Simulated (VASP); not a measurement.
Rh, 2 atoms in the cell. It takes space group Fd-3m (No. 227, cubic). The conventional cell has a = 5.220 Å, b = 5.220 Å, c = 5.220 Å, α = 90.00°, β = 90.00°, γ = 90.00°. Rh (site symmetry -43m) has 4 Rh at 2.26 Å within 3.0 Å. This isn't the form of Rh at room conditions, which is fcc.

```yaml
Program: VASP 6.6.1
Task: relaxation of cell and atoms
Functional: LDA
Potentials_or_basis: VASP PAW LDA potentials, release 64 (Rh_pv)
Cutoff: 500 eV
k_mesh: 6 × 6 × 6
Occupations: gaussian, width 0.05 eV
Spin: no spin polarisation
Dipole_correction: no
Further_INCAR_settings: ALGO = Normal; EDIFF = 1e-07; IBRION = 2; EDIFFG = -0.03; NSW = 80; ISIF = 3
```

Potentials or basis: VASP PAW LDA potentials, release 64 (Rh_pv).

Launch:

```console
$ cat potpaw_LDA.64/Rh_pv/POTCAR > POTCAR
$ mpirun -np 1 vasp_std > vasp.out
```

Hardware: 1 thread of Intel(R) Xeon(R) Platinum 8488C (Sapphire Rapids) (shared host).

How long does it take, and how much memory?

It took 27 s on 1 thread of Intel(R) Xeon(R) Platinum 8488C (Sapphire Rapids), with other jobs on the host, peak memory 0.14 GiB. Counts: scf iterations 40, k points 16, ion steps 4.
